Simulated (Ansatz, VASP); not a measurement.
# Ca3C5: VASP beside Ansatz

```
Ca C
1.0
     0.00000    4.27821    4.27821
     4.27821    0.00000    4.27821
     4.27821    4.27821    0.00000
Ca C
3 5
Cartesian
  2.1391 2.1391 2.1391
  6.4173 6.4173 6.4173
  0.0000 0.0000 0.0000
  5.1023 3.4541 5.1023
  3.4541 3.4541 3.4541
  3.4541 5.1023 5.1023
  5.1023 5.1023 3.4541
  4.2782 4.2782 4.2782
```

Alike in both runs: task relaxation of cell and atoms; functional PBE; k mesh 6 × 6 × 6; occupations gaussian, width 0.02 eV; no spin polarisation.

```csv
,VASP,Ansatz
version,VASP 6.6.1,Ansatz 0.2.0
potentials or method,"VASP PAW PBE potentials, release 64 (Ca_sv, C), cutoff 600 eV","scalar-relativistic, plane waves, PAW"
valence electrons in the cell,50,50
```

Ansatz gave:

```
gap on the k mesh at the Fermi level, each at its own relaxed structure (eV) : 0.66
relaxed volume (Å³/atom)                                                     : 19.67
relaxed cell length with the largest relative difference (Å)                 : 6.060
```

Task: Estimate VASP's values.

Result: gap on the k mesh at the Fermi level, each at its own relaxed structure (eV): 0.67; relaxed volume (Å³/atom): 19.71; relaxed cell length with the largest relative difference (Å): 6.064.
